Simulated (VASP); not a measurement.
Here is a VASP 6.6.1 calculation.

Contents of POSCAR:

```
HgS
1.0
    0.0000000000      2.9642203676      2.9642203676
    2.9642203676      0.0000000000      2.9642203676
    2.9642203676      2.9642203676      0.0000000000
Hg S
1 1
Direct
    0.0000000000      0.0000000000      0.0000000000
    0.7500000000      0.7500000000      0.7500000000
```

The input INCAR.step1:

```
PREC = Accurate ; ENCUT = 550
ISMEAR = 0 ; SIGMA = 0.05
LREAL = F ; LASPH = T
NELM = 120 ; NBANDS = 16
GGA = PE ; ALGO = Normal
EDIFF = 1E-5 ; LWAVE = T
LCHARG = F ; GGA_COMPAT = F
```

INCAR.step2

```
PREC = Accurate ; ENCUT = 550
EDIFF = 1E-6 ; ISMEAR = 0
SIGMA = 0.05 ; LREAL = F
LASPH = T ; NELM = 120
ALGO = Normal ; ISIF = 2
LWAVE = F ; LCHARG = F
METAGGA = R2SCAN ; LMIXTAU = T
NBANDS = 16 ; ISTART = 1
GGA_COMPAT = F
```

The input KPOINTS:

```
Automatic mesh
0
Gamma
  8 8 8
```

Potentials or basis: VASP PAW PBE potentials, release 64 (Hg, S).

Run with:

```sh
$ cat potpaw_PBE.64/Hg/POTCAR potpaw_PBE.64/S/POTCAR > POTCAR
$ cp INCAR.step1 INCAR
$ mpirun -np 1 vasp_std > vasp.out
$ cp INCAR.step2 INCAR
$ mpirun -np 1 vasp_std > vasp.out
```

Problem. What does it give for the pressure?

Solution. 0.3 GPa.

Problem. What does it give for the band gap on the k mesh?

Solution. Zero (filled and empty bands touch).

Caveat: the PAW data sets were made with another functional, which shifts forces and pressure a little; spin-orbit coupling is left out, which moves the levels of the heavy elements.
